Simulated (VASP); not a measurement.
# RbTi (CsCl type) in VASP: notebook, part 3 of 3

VASP 6.6.1. Earlier steps stand in the parts before.

## 6. Electric field gradients, PBEsol (31.51 Å³/atom)

This run uses another cell than the first one, of 31.51 Å³/atom.

INCAR reads:

```
  PREC = Accurate
  ENCUT = 520
  EDIFF = 1E-8
  ISMEAR = -1
  SIGMA = 0.03
  LREAL = False
  LASPH = True
  NELM = 80
  ALGO = Normal
  ISIF = 2
  LWAVE = False
  LCHARG = False
  GGA = PS
  LEFG = True
  NBANDS = 18
```

KPOINTS reads:

```
Automatic mesh
0
Gamma
  10 10 10
```

POSCAR reads:

```
RbTi
1.0
    3.9794893237      0.0000000000      0.0000000000
    0.0000000000      3.9794893237      0.0000000000
    0.0000000000      0.0000000000      3.9794893237
Rb Ti
1 1
Direct
    0.0000000000      0.0000000000      0.0000000000
    0.5000000000      0.5000000000      0.5000000000
```

Potentials or basis: VASP PAW PBE potentials, release 64 (Rb_sv, Ti_sv).

Started as:

```
cat potpaw_PBE.64/Rb_sv/POTCAR potpaw_PBE.64/Ti_sv/POTCAR > POTCAR
mpirun -np 1 vasp_std > vasp.out
```

OUTCAR:

```text
PREC = Accurate
   ENCUT = 520
   EDIFF = 1E-8
   ISMEAR = -1
   LREAL = False
   LASPH = True
   NELM = 80
   ISIF = 2
   GGA = PS

 ion  position               nearest neighbor table
   1  0.000  0.000  0.000-   2 3.45   2 3.45   2 3.45   2 3.45   2 3.45   2 3.45   2 3.45   2 3.45

   2  0.500  0.500  0.500-   1 3.45   1 3.45   1 3.45   1 3.45   1 3.45   1 3.45   1 3.45   1 3.45

  LATTYP: Found a simple cubic cell.
 ALAT       =     3.9794893237

  Lattice vectors:

 A1 = (   3.9794893237,   0.0000000000,   0.0000000000)
 A2 = (   0.0000000000,   3.9794893237,   0.0000000000)
 A3 = (   0.0000000000,   0.0000000000,   3.9794893237)

Analysis of symmetry for initial positions (statically):
=====================================================================
 Subroutine PRICEL returns:
 Original cell was already a primitive cell.

 Routine SETGRP: Setting up the symmetry group for a
 simple cubic supercell.

 Subroutine GETGRP returns: Found 48 space group operations
 (whereof 48 operations were pure point group operations)
 out of a pool of 48 trial point group operations.

The static configuration has the point symmetry O_h .

Analysis of symmetry for dynamics (positions and initial velocities):
=====================================================================
 Subroutine PRICEL returns:
 Original cell was already a primitive cell.

 Routine SETGRP: Setting up the symmetry group for a
 simple cubic supercell.

 Subroutine GETGRP returns: Found 48 space group operations
 (whereof 48 operations were pure point group operations)
 out of a pool of 48 trial point group operations.

The dynamic configuration has the point symmetry O_h .

 Subroutine INISYM returns: Found 48 space group operations
 (whereof 48 operations are pure point group operations),
 and found     1 'primitive' translations

----------------------------------------------------------------------------------------

                                     Primitive cell

  volume of cell :      63.0205

  direct lattice vectors                    reciprocal lattice vectors
     3.979489324  0.000000000  0.000000000     0.251288524  0.000000000  0.000000000
     0.000000000  3.979489324  0.000000000     0.000000000  0.251288524  0.000000000
     0.000000000  0.000000000  3.979489324     0.000000000  0.000000000  0.251288524

  length of vectors
     3.979489324  3.979489324  3.979489324     0.251288524  0.251288524  0.251288524

  position of ions in fractional coordinates (direct lattice)
     0.000000000  0.000000000  0.000000000
     0.500000000  0.500000000  0.500000000

  ion indices of the primitive-cell ions
   primitive index   ion index
                 1           1
                 2           2

----------------------------------------------------------------------------------------

[... 73 lines left out ...]
   IBRION =     -1    ionic relax: 0-MD 1-quasi-New 2-CG
   NFREE  =      0    steps in history (QN), initial steepest desc. (CG)
   ISIF   =      2    stress and relaxation
   ISYM   =      2    0-nonsym 1-usesym 2-fastsym
   POTIM  = 0.5000    time-step for ionic-motion
   TEBEG  =    0.0;   TEEND  =   0.0 temperature during run
   PSTRESS=    0.0 pullay stress
   NELECT =      21.0000    total number of electrons
   NUPDOWN=      -1.0000    fix difference up-down
   EMIN   =  10.00;   EMAX   =-10.00  energy-range for DOS
   EFERMI =   0.00;   METHOD = LEGACY
   ISMEAR =    -1;   SIGMA  =   0.03  broadening in eV -4-tet -1-fermi 0-gaus
   EFERMI_NEDOS =   21; number of points for ismear=-14 and -15
   IALGO  =     38    algorithm
   IMIX   =      4    mixing-type and parameters
     AMIX     =   0.40;   BMIX     =  1.00
     AMIX_MAG =   1.60;   BMIX_MAG =  1.00
  volume/ion in A,a.u.               =      31.51       212.64
  Fermi-wavevector in a.u.,A,eV,Ry     =   1.134977  2.144796 17.526670  1.288174
  Thomas-Fermi vector in A             =   2.271682
   LORBIT       =      0    0 simple, 1 ext, 2 COOP (PROOUT), +10 PAW based schemes
   GGA     = PS    functional components
   LHFCALC =     F    Hartree Fock is set to
   AEXX    =    0.0000 exact exchange contribution
   IVDW    =     0    specifies the selected vdW correction
   LEPSILON=     F    determine dielectric tensor
   LRPA    =     F    only Hartree local field effects (RPA)
 non-spin polarized calculation
  energy-cutoff  :      520.00
  volume of cell :       63.02
 maximum number of plane-waves:      1743
 NGX is ok and might be reduce to    30

 number of electron      20.9999993 magnetization

 Free energy of the ion-electron system (eV)
  ---------------------------------------------------
  ext. energy  EPLUGINS =         0.00000000
  ---------------------------------------------------
  free energy    TOTEN  =        -5.51404103 eV

  energy without entropy =       -5.50595827  energy(sigma->0) =       -5.50999965

 E-fermi :   3.0870     XC(G=0):  -8.9922

 val. band max:        3.0805901834   @ k =   0.5000   0.3000   0.3000
 cond. band min:       3.0943152478   @ k =   0.4000   0.3000   0.3000
 fundamental gap:      0.0137250644
 Fermi energy:         3.0869693815

 k-point     1 :       0.0000    0.0000    0.0000
  band No.  band energies     occupation
      1     -54.3247      2.00000
      2     -30.6663      2.00000
      3     -30.6663      2.00000
      4     -30.6663      2.00000
      5     -24.1582      2.00000
      6      -8.1675      2.00000
[... 481 lines left out ...]
      5     -24.1277      2.00000
      6      -8.5643      2.00000
[... 10 lines left out ...]
     17       7.8003      0.00000
     18       7.8050      0.00000

 [... further k-points ...]

------------------------ aborting loop because EDIFF is reached ----------------------------------------

  FORCE on cell =-STRESS in cart. coord.  units (eV):
  Direction    XX          YY          ZZ          XY          YZ          ZX
  --------------------------------------------------------------------------------------
  -------------------------------------------------------------------------------------
  Total        0.1622082      0.1622082      0.1622082      0.0000000      0.0000000     -0.0000000
  in kB        4.1238355      4.1238355      4.1238355      0.0000000      0.0000000     -0.0000000
  external PRESSURE =       4.1238355 kB  Pullay stress =       0.0000000 kB

 VOLUME and BASIS-vectors are now :
 -----------------------------------------------------------------------------
  energy-cutoff  :      520.00
  volume of cell :       63.02
      direct lattice vectors                 reciprocal lattice vectors
     3.979489324  0.000000000  0.000000000     0.251288524  0.000000000  0.000000000
     0.000000000  3.979489324  0.000000000     0.000000000  0.251288524  0.000000000
     0.000000000  0.000000000  3.979489324     0.000000000  0.000000000  0.251288524

 POSITION                                       TOTAL-FORCE (eV/Angst)
 -----------------------------------------------------------------------------------
      0.00000      0.00000      0.00000         0.000000      0.000000      0.000000
      1.98974      1.98974      1.98974         0.000000      0.000000      0.000000
 -----------------------------------------------------------------------------------
    total drift:                                0.000000      0.000000      0.000000

  FREE ENERGIE OF THE ION-ELECTRON SYSTEM (eV)
  ---------------------------------------------------
  free  energy   TOTEN  =        -5.5140410271 eV

  energy  without entropy=       -5.5059582731  energy(sigma->0) =       -5.50999965

 Electric field gradients (V/A^2)
---------------------------------------------------------------------
 ion       V_xx      V_yy      V_zz      V_xy      V_xz      V_yz
---------------------------------------------------------------------
   1       0.000     0.000     0.000     0.000    -0.000     0.000
   2       0.000     0.000     0.000    -0.000     0.000     0.000
---------------------------------------------------------------------

 Electric field gradients after diagonalization (V/A^2)
 (convention: |V_zz| > |V_xx| > |V_yy|)
----------------------------------------------------------------------
 ion       V_xx      V_yy      V_zz     asymmetry (V_yy - V_xx)/ V_zz
----------------------------------------------------------------------
   1       0.000     0.000     0.000      -0.062
   2       0.000     0.000     0.000      -0.482
----------------------------------------------------------------------

           NMR quadrupolar parameters

 Cq : quadrupolar parameter    Cq=e*Q*V_zz/h
 eta: asymmetry parameters     (V_yy - V_xx)/ V_zz
 Q  : nuclear electric quadrupole moment in mb (millibarn)
----------------------------------------------------------------------
 ion       Cq(MHz)       eta       Q (mb)
----------------------------------------------------------------------
   1       0.000      -0.062       1.000
   2       0.000      -0.482       1.000
----------------------------------------------------------------------
```

OSZICAR:

```text
N       E                     dE             d eps       ncg     rms          rms(c)
DAV:   1     0.185704210584E+03    0.18570E+03   -0.10495E+04  2016   0.115E+03
DAV:   2     0.123811890198E+02   -0.17332E+03   -0.16888E+03  2094   0.319E+02
DAV:   3    -0.607660752564E+01   -0.18458E+02   -0.18205E+02  3632   0.870E+01
DAV:   4    -0.704935334329E+01   -0.97275E+00   -0.96913E+00  2384   0.169E+01
DAV:   5    -0.709425344847E+01   -0.44900E-01   -0.44887E-01  2882   0.299E+00    0.102E+01
DAV:   6    -0.631776452908E+01    0.77649E+00   -0.29585E+01  2246   0.239E+01    0.698E+00
DAV:   7    -0.553067558860E+01    0.78709E+00   -0.10569E+01  2274   0.144E+01    0.302E+00
DAV:   8    -0.553972008124E+01   -0.90445E-02   -0.94320E-01  2208   0.466E+00    0.129E+00
DAV:   9    -0.551323000537E+01    0.26490E-01   -0.24978E-01  2212   0.249E+00    0.302E-01
DAV:  10    -0.551413479149E+01   -0.90479E-03   -0.60059E-03  2458   0.515E-01    0.814E-02
DAV:  11    -0.551404219014E+01    0.92601E-04   -0.15082E-03  2852   0.201E-01    0.396E-02
DAV:  12    -0.551404030273E+01    0.18874E-05   -0.71929E-05  2196   0.466E-02    0.141E-02
DAV:  13    -0.551404136595E+01   -0.10632E-05   -0.39933E-06  2354   0.157E-02    0.674E-03
DAV:  14    -0.551404098434E+01    0.38161E-06   -0.50211E-06  2672   0.110E-02    0.693E-04
DAV:  15    -0.551404099724E+01   -0.12907E-07   -0.11093E-07  2070   0.186E-03    0.536E-04
DAV:  16    -0.551404103678E+01   -0.39540E-07   -0.19469E-08  1500   0.111E-03    0.126E-04
DAV:  17    -0.551404102708E+01    0.97007E-08   -0.14925E-09  1104   0.354E-04
   1 F= -.55140410E+01 E0= -.55099997E+01  d E =-.808275E-02
```

Wall time 38 s (1 thread of Intel Xeon Platinum 8559C (Emerald Rapids), shared host); peak memory 0.2 GiB.

What came out:

```
Free energy                             : -5.5140 eV
Pressure                                : 0.4 GPa
Band gap on the k mesh                  : zero (an odd number of electrons rules out a gap without spin polarisation)
Largest electric field gradient by atom : under 0.05 V/Å² on every atom
```

Levels at points of the mesh, in eV from the Fermi level:
| k point | band 8 | band 9 | band 10 | band 11 | band 12 | band 13 | band 14 | band 15 |
| --- | --- | --- | --- | --- | --- | --- | --- | --- |
| (0.00, 0.00, 0.00) | -11.25 | -3.67 | -0.82 | -0.82 | 0.64 | 0.64 | 0.64 | 4.31 |
| (0.50, 0.00, 0.00) | -11.21 | -1.07 | -0.78 | -0.32 | 0.51 | 0.51 | 0.76 | 1.34 |
| (0.50, 0.50, 0.00) | -11.15 | -1.52 | -0.69 | 0.15 | 0.15 | 1.07 | 1.45 | 2.02 |
| (0.50, 0.50, 0.50) | -11.66 | 0.19 | 0.19 | 0.19 | 0.71 | 0.71 | 0.71 | 1.09 |

Caveat: the PAW data sets were made with another functional, which shifts forces and pressure a little.

## 7. Overview

| cell | smearing | gap on the mesh (eV) | pressure (GPa) |
| --- | --- | --- | --- |
| a = 4.006 Å, 2 atoms, atomic positions A | fermi-dirac 0.03 eV | none | 0.1 |
| a = 3.952 Å, 2 atoms, atomic positions B | fermi-dirac 0.03 eV | none | 0.8 |
| a = 3.952 Å, 2 atoms, atomic positions B | tetrahedron | none | 0.8 |
| a = 3.979 Å, 2 atoms, atomic positions B | fermi-dirac 0.03 eV | none | 0.4 |

Alike in all rows: task electric field gradients; level PBEsol; potentials or basis VASP PAW PBE potentials, release 64 (Rb_sv, Ti_sv); no spin polarisation; k mesh 10 × 10 × 10; cutoff (eV) 520.

Caveats: the PAW data sets were made with another functional, which shifts forces and pressure a little.

Absolute energies hang on the potentials; compare differences alone.
